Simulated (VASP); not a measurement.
# Si15C (P1) in VASP: single point with PBEsol

Aim: the single point of Si15C with PBEsol.

Everything below comes from runs of VASP 6.6.1. Logs are shortened: lines on timing, memory, paths and dates and some standing lists are left out, and cuts for length are marked.

### Step 1. The cell of the first run

The typed cell holds 64 atoms: a = 10.608 Å, b = 10.608 Å, c = 10.608 Å, α = 90.00°, β = 90.00°, γ = 90.00°.

### Step 2. Single point, PBEsol

INCAR reads:

```
SYSTEM = Si15C
PREC = Accurate
ENCUT = 520
EDIFF = 1E-7
ISMEAR = -1
SIGMA = 0.05
LREAL = Auto
LASPH = .True.
NELM = 100
ALGO = Normal
ISIF = 2
LWAVE = .False.
LCHARG = .True.
GGA = PS
LELF = .True.
LVHAR = .True.
NBANDS = 166
```

KPOINTS reads:

```
Automatic mesh
0
Gamma
  1 1 1
  0.5 0.5 0.5
```

POSCAR reads:

```
Si15C
1.0
   10.6075499142      0.0000000000      0.0000000000
    0.0000000000     10.6075499142      0.0000000000
    0.0000000000      0.0000000000     10.6075499142
Si C
60 4
Direct
    0.9853610000      0.0131550000      0.9736540000
    0.0054090000      0.9951160000      0.5073380000
    0.0009610000      0.5068500000      0.9911900000
    0.9985900000      0.5036350000      0.5099940000
    0.4934340000      0.9995110000      0.9923520000
    0.5039540000      0.4949280000      0.0022100000
    0.5004390000      0.5001050000      0.4991390000
    0.1211440000      0.1231470000      0.1199530000
    0.1374460000      0.1050420000      0.6459720000
    0.1256540000      0.6265030000      0.1215750000
    0.1107550000      0.6470550000      0.6419030000
    0.6275810000      0.1244140000      0.1151820000
    0.6123010000      0.1065840000      0.6150940000
    0.6283100000      0.6282950000      0.1254810000
    0.6239690000      0.6269280000      0.6256270000
    0.2499550000      0.2411950000      0.9916680000
    0.2518860000      0.2400620000      0.5098020000
    0.2442290000      0.7574980000      0.9906840000
    0.2497900000      0.7585410000      0.5072430000
    0.7686590000      0.2307580000      0.9805130000
    0.7426470000      0.2430640000      0.5003300000
    0.7573750000      0.7487560000      0.9928530000
    0.7502480000      0.7606470000      0.5105040000
    0.3750740000      0.3651010000      0.1247360000
    0.3717270000      0.3789180000      0.6259310000
    0.3733550000      0.8753520000      0.1236680000
    0.3729720000      0.9023160000      0.6253540000
    0.8753140000      0.3734450000      0.1135300000
    0.8742600000      0.3622890000      0.6305050000
    0.8717230000      0.8816470000      0.1202190000
    0.8945920000      0.8653750000      0.6469450000
    0.2536860000      0.0018200000      0.2536260000
    0.2503730000      0.4976140000      0.2490920000
    0.2408450000      0.5040050000      0.7506840000
    0.7403540000      0.9997160000      0.2567600000
    0.7680810000      0.0109470000      0.7624900000
    0.7513310000      0.4976440000      0.2466990000
    0.7583240000      0.5060080000      0.7498760000
    0.3920790000      0.1074910000      0.3969700000
    0.3533940000      0.1015420000      0.8533620000
    0.3727410000      0.6267980000      0.3775750000
    0.3761490000      0.6253540000      0.8749890000
    0.8763540000      0.1234760000      0.3776030000
    0.8712540000      0.6285250000      0.3763820000
    0.9000010000      0.6488000000      0.8544000000
    0.0000920000      0.2527890000      0.2491500000
    0.9871370000      0.2243280000      0.7667010000
    0.9981560000      0.7520380000      0.2456780000
    0.5023920000      0.2407430000      0.2538280000
    0.4933370000      0.2408610000      0.7458320000
    0.5014240000      0.7574240000      0.2576850000
    0.4979100000      0.7607420000      0.7462710000
    0.1267260000      0.3736010000      0.3820010000
    0.1186050000      0.3676520000      0.8736700000
    0.1249380000      0.8741100000      0.3725060000
    0.1245650000      0.8802530000      0.8411440000
    0.6253290000      0.3741720000      0.3729040000
    0.6325110000      0.3672140000      0.8723460000
    0.6047570000      0.8943460000      0.4033410000
    0.6312770000      0.8794610000      0.8748110000
    0.4936880000      0.0004710000      0.5131670000
    0.2497200000      0.9923430000      0.7401840000
    0.8731230000      0.1231180000      0.8723920000
    0.0099030000      0.7603270000      0.7473680000
```

Potentials or basis: VASP PAW PBE potentials, release 64 (Si, C).

Command:

```
$ cat potpaw_PBE.64/Si/POTCAR potpaw_PBE.64/C/POTCAR > POTCAR
$ mpirun -np 1 vasp_std > vasp.out
```

OUTCAR:

```text
SYSTEM = Si15C
   PREC = Accurate
   ENCUT = 520
   EDIFF = 1E-7
   ISMEAR = -1
   LREAL = Auto
   LASPH = .True.
   NELM = 100
   ISIF = 2
   GGA = PS

 ion  position               nearest neighbor table
   1  0.985  0.013  0.974-  63 1.98  30 2.41   8 2.42  56 2.48  47 3.14
   2  0.005  0.995  0.507-  55 2.30  31 2.34   9 2.34  43 2.37
   3  0.001  0.507  0.991-  10 2.30  54 2.30  28 2.34  45 2.35
   4  0.999  0.504  0.510-  44 2.36  53 2.37  29 2.37  11 2.38
   5  0.493  1.000  0.992-  26 2.30  60 2.31  12 2.34  40 2.36
   6  0.504  0.495  0.002-  14 2.33  24 2.34  42 2.36  58 2.36
   7  0.500  0.500  0.499-  41 2.30  25 2.31  15 2.31  57 2.31
[... 37 lines left out ...]
  45  0.900  0.649  0.854-  64 2.01   3 2.35  22 2.36  38 2.40
  46  0.000  0.253  0.249-   8 2.33  53 2.33  28 2.34  43 2.34
  47  0.987  0.224  0.767-  63 1.97  54 2.35  29 2.38   9 2.40   1 3.14
  48  0.998  0.752  0.246-  55 2.30  10 2.31  44 2.33  30 2.34
  49  0.502  0.241  0.254-  57 2.30  24 2.33  12 2.33  39 2.38
  50  0.493  0.241  0.746-  25 2.33  13 2.35  40 2.39  58 2.40
  51  0.501  0.757  0.258-  41 2.32  26 2.33  14 2.38  59 2.39
  52  0.498  0.761  0.746-  15 2.33  60 2.33  42 2.37  27 2.38
  53  0.127  0.374  0.382-  46 2.33  33 2.33   4 2.37  17 2.37
[... 9 lines left out ...]
  63  0.873  0.123  0.872-  20 1.96  47 1.97   1 1.98  36 2.00
  64  0.010  0.760  0.747-  11 1.96  31 1.97  45 2.01  56 2.02

  LATTYP: Found a simple cubic cell.
 ALAT       =    10.6075499142

  Lattice vectors:

 A1 = (  10.6075499142,   0.0000000000,   0.0000000000)
 A2 = (   0.0000000000,  10.6075499142,   0.0000000000)
 A3 = (   0.0000000000,   0.0000000000,  10.6075499142)

Analysis of symmetry for initial positions (statically):
=====================================================================
 Subroutine PRICEL returns:
 Original cell was already a primitive cell.

 Routine SETGRP: Setting up the symmetry group for a
 simple cubic supercell.

 Subroutine GETGRP returns: Found  1 space group operations
 (whereof  1 operations were pure point group operations)
 out of a pool of 48 trial point group operations.

The static configuration has the point symmetry C_1 .

Analysis of symmetry for dynamics (positions and initial velocities):
=====================================================================
 Subroutine PRICEL returns:
 Original cell was already a primitive cell.

 Routine SETGRP: Setting up the symmetry group for a
[... 208 lines left out ...]
   EDIFFG = 0.1E-05   stopping-criterion for IOM
   NSW    =      0    number of steps for IOM
   IBRION =     -1    ionic relax: 0-MD 1-quasi-New 2-CG
   NFREE  =      0    steps in history (QN), initial steepest desc. (CG)
   ISIF   =      2    stress and relaxation
   ISYM   =      2    0-nonsym 1-usesym 2-fastsym
   POTIM  = 0.5000    time-step for ionic-motion
   TEBEG  =    0.0;   TEEND  =   0.0 temperature during run
   PSTRESS=    0.0 pullay stress
   NELECT =     256.0000    total number of electrons
   NUPDOWN=      -1.0000    fix difference up-down
   EMIN   =  10.00;   EMAX   =-10.00  energy-range for DOS
   EFERMI =   0.00;   METHOD = LEGACY
   ISMEAR =    -1;   SIGMA  =   0.05  broadening in eV -4-tet -1-fermi 0-gaus
   EFERMI_NEDOS =   21; number of points for ismear=-14 and -15
   IALGO  =     38    algorithm
   IMIX   =      4    mixing-type and parameters
     AMIX     =   0.40;   BMIX     =  1.00
     AMIX_MAG =   1.60;   BMIX_MAG =  1.00
  volume/ion in A,a.u.               =      18.65       125.85
  Fermi-wavevector in a.u.,A,eV,Ry     =   0.979956  1.851848 13.065851  0.960313
  Thomas-Fermi vector in A             =   2.110849
   LORBIT       =      0    0 simple, 1 ext, 2 COOP (PROOUT), +10 PAW based schemes
   GGA     = PS    functional components
   LHFCALC =     F    Hartree Fock is set to
   AEXX    =    0.0000 exact exchange contribution
   IVDW    =     0    specifies the selected vdW correction
   LEPSILON=     F    determine dielectric tensor
   LRPA    =     F    only Hartree local field effects (RPA)
 non-spin polarized calculation
  energy-cutoff  :      520.00
  volume of cell :     1193.56
 maximum number of plane-waves:     32200
 NGX is ok and might be reduce to    80
   NGX = 39   NGY = 39   NGZ = 39

 number of electron     256.0000000 magnetization

 Free energy of the ion-electron system (eV)
  ---------------------------------------------------
  ext. energy  EPLUGINS =         0.00000000
  ---------------------------------------------------
  free energy    TOTEN  =      -373.05743378 eV

  energy without entropy =     -373.05713395  energy(sigma->0) =     -373.05728387

 E-fermi :   6.2878     XC(G=0):  -9.7389

 val. band max:        5.8111747722   @ k =   0.5000   0.5000   0.5000
 cond. band min:       6.7380636503   @ k =   0.5000   0.5000   0.5000
 fundamental gap:      0.9268888781
 Fermi energy:         6.2877538005

 k-point     1 :       0.5000    0.5000    0.5000
  band No.  band energies     occupation
      1      -7.1174      2.00000
      2      -6.8734      2.00000
      3      -6.6959      2.00000
      4      -6.2728      2.00000
      5      -5.1548      2.00000
      6      -5.1343      2.00000
[... 132 lines left out ...]
    139       7.5855      0.00000
    140       7.6094      0.00000
 [bands above 140 left out]

------------------------ aborting loop because EDIFF is reached ----------------------------------------

  FORCE on cell =-STRESS in cart. coord.  units (eV):
  Direction    XX          YY          ZZ          XY          YZ          ZX
  --------------------------------------------------------------------------------------
  -------------------------------------------------------------------------------------
  Total        0.5841794      0.8386107      1.5097482     -0.4362577     -0.2677558      0.9733219
  in kB        0.7841724      1.1257080      2.0266084     -0.5856100     -0.3594216      1.3065373
  external PRESSURE =       1.3121629 kB  Pullay stress =       0.0000000 kB

 VOLUME and BASIS-vectors are now :
 -----------------------------------------------------------------------------
  energy-cutoff  :      520.00
  volume of cell :     1193.56
      direct lattice vectors                 reciprocal lattice vectors
    10.607549914  0.000000000  0.000000000     0.094272476  0.000000000  0.000000000
     0.000000000 10.607549914  0.000000000     0.000000000  0.094272476  0.000000000
     0.000000000  0.000000000 10.607549914     0.000000000  0.000000000  0.094272476

 POSITION                                       TOTAL-FORCE (eV/Angst)
 -----------------------------------------------------------------------------------
     10.45227      0.13954     10.32808         0.002717     -0.002105      0.007651
      0.05738     10.55574      5.38161        -0.001754      0.000458     -0.005156
      0.01019      5.37644     10.51410        -0.001321     -0.000245      0.000177
     10.59259      5.34233      5.40979        -0.001011     -0.001873      0.003545
      5.23413     10.60236     10.52642        -0.000311      0.002187      0.001753
      5.34572      5.24997      0.02344         0.001889      0.000345      0.000118
[... 56 lines left out ...]
      9.26170      1.30598      9.25394        -0.007049     -0.007390     -0.003989
      0.10505      8.06521      7.92774        -0.016440     -0.005808      0.002232
 -----------------------------------------------------------------------------------
    total drift:                               -0.012543     -0.018558     -0.000333

  FREE ENERGIE OF THE ION-ELECTRON SYSTEM (eV)
  ---------------------------------------------------
  free  energy   TOTEN  =      -373.0574337777 eV

  energy  without entropy=     -373.0571339546  energy(sigma->0) =     -373.05728387
```

Wall time 5.6 min (1 thread of Intel Xeon Platinum 8488C (Sapphire Rapids), shared host); peak memory 0.99 GiB.

Results:

* Free energy: -373.0574 eV
* Pressure: 0.1 GPa
* Largest force: 0.018 eV/Å
* Band gap on the k mesh: 0.93 eV

Forces in eV/Å, atoms in the order of the input:
```
Si   0.003 -0.002  0.008
Si  -0.002  0.000 -0.005
Si  -0.001  0.000  0.000
Si  -0.001 -0.002  0.004
Si   0.000  0.002  0.002
Si   0.002  0.000  0.000
Si   0.003 -0.002 -0.001
Si  -0.002 -0.006  0.002
Si  -0.010  0.011 -0.007
Si   0.003  0.001  0.004
Si   0.006 -0.009 -0.010
Si  -0.003 -0.003 -0.003
Si   0.009  0.002  0.004
Si  -0.002  0.003 -0.001
Si  -0.004 -0.002  0.003
Si   0.005  0.000 -0.003
Si  -0.003  0.001 -0.002
Si  -0.002  0.002  0.003
Si  -0.001 -0.005  0.001
Si  -0.003  0.004  0.008
Si   0.001  0.001  0.002
Si  -0.004 -0.004  0.000
Si   0.001  0.006  0.000
Si  -0.001 -0.003 -0.002
Si   0.001  0.005  0.003
Si  -0.001 -0.002 -0.002
Si  -0.003 -0.005  0.003
Si  -0.001  0.000  0.001
Si   0.003 -0.002 -0.004
Si   0.002  0.002  0.002
Si  -0.008  0.005 -0.010
Si  -0.001  0.003 -0.001
Si  -0.001  0.002 -0.001
Si  -0.003 -0.002  0.001
Si   0.002 -0.002  0.001
Si  -0.008 -0.001 -0.005
Si   0.003 -0.002  0.003
Si  -0.002  0.001  0.002
Si  -0.003  0.003 -0.007
Si   0.009  0.006  0.005
Si  -0.003  0.000  0.002
Si   0.007  0.001 -0.001
Si   0.003 -0.003  0.001
Si   0.002  0.002  0.001
Si  -0.002 -0.004 -0.003
Si  -0.002 -0.003  0.001
Si   0.004  0.004 -0.007
Si   0.000  0.002  0.003
Si   0.000 -0.004 -0.003
Si   0.001  0.004  0.002
Si   0.004  0.000 -0.004
Si   0.001 -0.003  0.001
Si   0.001  0.000  0.004
Si   0.001 -0.001 -0.005
Si  -0.002  0.000 -0.003
Si   0.006  0.003  0.006
Si  -0.001  0.001  0.003
Si  -0.001  0.004  0.000
Si   0.008 -0.003 -0.001
Si   0.001  0.002 -0.002
C    0.011  0.000 -0.002
C    0.002  0.000  0.014
C   -0.007 -0.007 -0.004
C   -0.016 -0.006  0.002
```

Stress tensor (GPa, compression positive):
```
 0.08 -0.06  0.13
-0.06  0.11 -0.04
 0.13 -0.04  0.20
```

Levels at points of the mesh, in eV from the valence-band top:
```
           k point  band 126  band 127  band 128  band 129  band 130  band 131
(0.50, 0.50, 0.50)     -0.08     -0.03      0.00      0.93      1.02      1.31
```

Caveat: the k points lie up to 0.59 Å⁻¹ apart; the PAW data sets were made with another functional, which shifts forces and pressure a little. As with any semilocal functional, this PBEsol gap is likely too small.
